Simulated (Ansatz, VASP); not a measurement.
This is a calculation of MoS2 for VASP 6.6.1.

The input INCAR:

```
PREC     = Accurate       # precision mode
ENCUT    = 520            # plane-wave cutoff, eV
EDIFF    = 1E-6           # SCF threshold, eV
ISMEAR   = -1             # smearing method
SIGMA    = 0.05           # smearing width, eV
LREAL    = F              # projectors in reciprocal space
LASPH    = T              # aspherical terms in the spheres
NELM     = 60             # most SCF steps
ALGO     = Normal         # electronic algorithm
ISIF     = 2              # what is computed and relaxed
LWAVE    = F              # write WAVECAR
LCHARG   = T              # write CHGCAR
GGA      = B5             # functional
ALDAX    = 1.0          
AGGAX    = 1.0          
AGGAC    = 1.0          
ALDAC    = 0.0          
IVDW     = 12             # dispersion correction
VDW_S6   = 1.0          
VDW_S8   = 2.6996       
VDW_A1   = 0.4298       
VDW_A2   = 4.2359       
LELF     = T              # ELF
LVHAR    = T            
NBANDS   = 20             # bands
```

KPOINTS

```
Automatic mesh
0
Gamma
  9 9 4
```

The input POSCAR:

```
MoS2
1.0
    3.2274645616      0.0000000000      0.0000000000
   -1.6137322808      2.7950663001      0.0000000000
    0.0000000000      0.0000000000      6.3124734200
Mo S
1 2
Direct
    0.0000000000      0.0000000000      0.5000000000
    0.6666666667      0.3333333333      0.7446806800
    0.3333333333      0.6666666667      0.2553193200
```

Potentials or basis: VASP PAW PBE potentials, release 64 (Mo_sv, S).

Launch:

```console
$ cat potpaw_PBE.64/Mo_sv/POTCAR potpaw_PBE.64/S/POTCAR > POTCAR
$ mpirun -np 1 vasp_std > vasp.out
```

Question: Set up the same calculation for Ansatz 0.2.0. Potentials there: Ansatz PAW.

Answer: As run (the cutoff follows the program's own potentials):

input.yaml

```yaml
crystal:
  lattice:
    - [3.2274645616, 0.0, 0.0]
    - [-1.6137322808, 2.7950663001, 0.0]
    - [0.0, 0.0, 6.31247342]
  atoms:
    - { symbol: Mo, position: [0.0, 0.0, 0.5] }
    - { symbol: S, position: [0.6666666667, 0.3333333333, 0.74468068] }
    - { symbol: S, position: [0.3333333333, 0.6666666667, 0.25531932] }
hamiltonian:
  xc: blyp
  pseudopotentials: { kind: paw }
  dispersion: d3bj
kpoints:
  mp_grid: { grid: [9, 9, 4] }
scf:
  occupations: { method: fermi_dirac, width: 0.05 }
output:
  forces: true
  stress: true
  eigenvalues: true
```

Potentials or basis: Ansatz PAW.

Launch:

```bash
$ ansatz run input.yaml --threads 2 --pin off --max-ram 5120MiB --backend cpu --events-out ev --progress --plain --runs-dir out
```

Both were run:

|  | VASP | Ansatz | Ansatz less VASP |
| --- | --- | --- | --- |
| gap on the k mesh at the Fermi level (eV) | none | none | - |
| pressure (GPa) | 0.3 | 0.3 | -0.03 |
| traceless stress, the component that is largest in VASP (GPa) | 0.08 | 0.08 | -0.002 |
| rms of the force components (eV/Å) | 0.310 | 0.304 | -0.0060 |

VASP's potentials were made for PBE, not for BLYP. Atom by atom the forces differ by 0.006 eV/Å (rms over components). A gap of «none» marks a metal or a gap that the smearing closes.
